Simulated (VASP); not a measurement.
**BN: single point with r2SCAN**

BN:

```xyz
8
Lattice="3.6260 0.0000 0.0000 0.0000 -3.6260 0.0000 0.0000 0.0000 -3.6260" Properties=species:S:1:pos:R:3 pbc="T T T"
B     0.0000   -1.8130   -1.8130
B     1.8130    0.0000   -1.8130
B     1.8130   -1.8130    0.0000
B     0.0000    0.0000    0.0000
N     2.7195   -2.7195   -2.5945
N     0.9065   -0.9065   -2.7195
N     0.9065   -2.7195   -0.9065
N     2.7195   -0.9065   -0.9065
```

This cell differs from its parent crystal: atom 5 (N) moved +0.125 Å along Cartesian [0 0 1].

* Program: VASP 6.6.1
* Task: single point
* Functional: r2SCAN
* Potentials or basis: VASP PAW PBE potentials, release 64 (B, N)
* Cutoff: 520 eV
* k mesh: 6 × 6 × 6
* Occupations: gaussian, width 0.05 eV
* Spin: no spin polarisation
* Dipole correction: no
* Further INCAR settings: ALGO = Normal; EDIFF = 1e-06; NBANDS = 26

```
Pressure               : -2.7 GPa
Largest force          : 4.423 eV/Å
Band gap on the k mesh : 4.63 eV
```

Forces in eV/Å, atoms in the order of the input:
```
B    0.303  0.303  0.845
B   -0.303 -0.303  0.845
B    0.084 -0.084  0.604
B   -0.084  0.084  0.604
N    0.000  0.000 -4.423
N    0.000  0.000 -0.302
N    0.000  0.000  0.913
N    0.000  0.000  0.913
```

Stress tensor (GPa, compression positive):
```
-2.25  0.31  0.00
 0.31 -2.25  0.00
 0.00  0.00 -3.57
```

Levels at points of the mesh, in eV from the valence-band top:
| k point | band 13 | band 14 | band 15 | band 16 | band 17 | band 18 | band 19 | band 20 |
| --- | --- | --- | --- | --- | --- | --- | --- | --- |
| (0.00, 0.00, 0.00) | -5.09 | -0.57 | -0.30 | 0.00 | 4.63 | 4.69 | 4.73 | 8.75 |
| (0.50, 0.00, 0.00) | -3.38 | -3.37 | -3.30 | -3.20 | 7.00 | 7.05 | 9.82 | 9.91 |
| (0.00, 0.00, 0.50) | -3.84 | -3.49 | -3.28 | -2.92 | 7.04 | 7.14 | 9.89 | 10.02 |
| (0.50, 0.50, 0.00) | -2.89 | -2.44 | -2.43 | -1.99 | 9.80 | 9.97 | 10.06 | 10.32 |
| (0.00, 0.50, 0.50) | -2.65 | -2.44 | -2.35 | -2.14 | 9.56 | 9.68 | 10.26 | 10.31 |
| (0.50, 0.50, 0.50) | -2.28 | -2.27 | -2.05 | -1.68 | 9.84 | 9.96 | 10.31 | 10.37 |

Wall time 5.3 min on 1 thread of Intel(R) Xeon(R) Platinum 8175M CPU @ 2.50GHz (Skylake/Cascade Lake) (shared host), peak memory 0.18 GiB.

Caveat: the cell differs from its parent crystal (atom 5 (N) moved +0.125 Å along Cartesian [0 0 1]); the PAW data sets were made with another functional, which shifts forces and pressure a little. A k mesh can miss the band edges.
